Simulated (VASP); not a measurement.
A run of VASP 6.6.1 is set up as follows.

The input INCAR:

```
SYSTEM = ZnAu
ALGO = Normal ; EDIFF = 1E-7
ENCUT = 520 ; GGA = RE
ISIF = 2 ; ISMEAR = -1
LASPH = .TRUE. ; LCHARG = .FALSE.
LREAL = .FALSE. ; LWAVE = .FALSE.
NBANDS = 18 ; NELM = 80
PREC = Accurate ; SIGMA = 0.15
```

The input KPOINTS:

```
k-points
0
G
  10 10 10
  0 0 0
```

File POSCAR:

```
ZnAu
1.0
    3.1470000000      0.0000000000      0.0000000000
    0.0000000000      3.1470000000      0.0000000000
    0.0000000000      0.0000000000      3.1470000000
Zn Au
1 1
Direct
    0.5000000000      0.5000000000      0.5000000000
    0.0000000000      0.0000000000      0.0000000000
```

Potentials or basis: VASP PAW PBE potentials, release 64 (Zn, Au).

The run is started by

```bash
$ cat potpaw_PBE.64/Zn/POTCAR potpaw_PBE.64/Au/POTCAR > POTCAR
$ mpirun -np 1 vasp_std > vasp.out
```

(1) Estimate the pressure.

## Answers

(1) 7.7 GPa.

Caveat: the PAW data sets were made with another functional, which shifts forces and pressure a little.
